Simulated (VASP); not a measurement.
Input of a VASP 6.6.1 run:

Contents of INCAR:

```
SYSTEM = Pt
AGGAC    = 1.0          
AGGAX    = 1.0          
ALDAC    = 0.0          
ALDAX    = 1.0          
ALGO     = Normal         ! electronic algorithm
EDIFF    = 1E-6           ! SCF threshold, eV
ENCUT    = 520            ! plane-wave cutoff, eV
GGA      = B5             ! functional
ISIF     = 2              ! what is computed and relaxed
ISMEAR   = -1             ! smearing method
LASPH    = .TRUE.         ! aspherical terms in the spheres
LCHARG   = .FALSE.        ! write CHGCAR
LREAL    = .FALSE.        ! projectors in reciprocal space
LWAVE    = .FALSE.        ! write WAVECAR
NBANDS   = 28             ! bands
NELM     = 100            ! most SCF steps
PREC     = Accurate       ! precision mode
SIGMA    = 0.1            ! smearing width, eV
```

KPOINTS

```
k-points
0
G
  14 14 4
  0 0 0
```

File POSCAR:

```
Pt
1.0
    2.7637587165      0.0000000000      0.0000000000
   -1.3818793582      2.3934852584      0.0000000000
    0.0000000000      0.0000000000      9.2983021540
Pt
4
Direct
    1.0000000000      1.0000000000      0.0000000000
    1.0000000000      1.0000000000      0.5000000000
    0.3333333333      0.6666666667      0.2500000000
    0.6666666667      0.3333333333      0.7500000000
```

Potentials or basis: VASP PAW PBE potentials, release 64 (Pt).

Command:

```bash
$ cat potpaw_PBE.64/Pt/POTCAR > POTCAR
$ mpirun -np 1 vasp_std > vasp.out
```

(1) Estimate the pressure.

(2) Predict the band gap on the k mesh.

## Answers

(1) 21.9 GPa.

(2) zero (band 20 reaches 11.90 eV, above the bottom of band 21 at 10.53 eV).

Caveat: the PAW data sets were made with another functional, which shifts forces and pressure a little; spin-orbit coupling is left out, which moves the levels of the heavy elements.
